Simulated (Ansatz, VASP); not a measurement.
Cr in VASP and in Ansatz

```
CELL_PARAMETERS angstrom
2.99904 0.00000 0.00000
0.00000 2.99904 0.00000
0.00000 0.00000 2.90952
ATOMIC_POSITIONS crystal
Cr 0.00000 0.00000 0.00000
Cr 0.50000 0.50000 0.50000
```

Change from the starting cell: stretched by -2 % along [0.0, 0.0, 1.0] at fixed volume; spin-orbit coupling, moments along 001, LAPW.

Alike in both runs: task single point; functional LDA; k mesh 8 × 8 × 8; occupations fermi-dirac, width 0.05 eV; non-collinear spin, spin-orbit coupling.

|  | VASP | Ansatz |
| --- | --- | --- |
| version | VASP 6.6.1 | Ansatz 0.2.0 |
| potentials or method | VASP PAW LDA potentials, release 64 (Cr_pv), cutoff 520 eV | all-electron LAPW |

```tsv
	VASP	Ansatz	Ansatz less VASP
net moment per atom (μB)	0.00	0.00	0.000
```

LDA's correlation is that of Perdew and Zunger in VASP and of Perdew and Wang (1992) in Ansatz. Ansatz ran all-electron here, and VASP with PAW potentials.
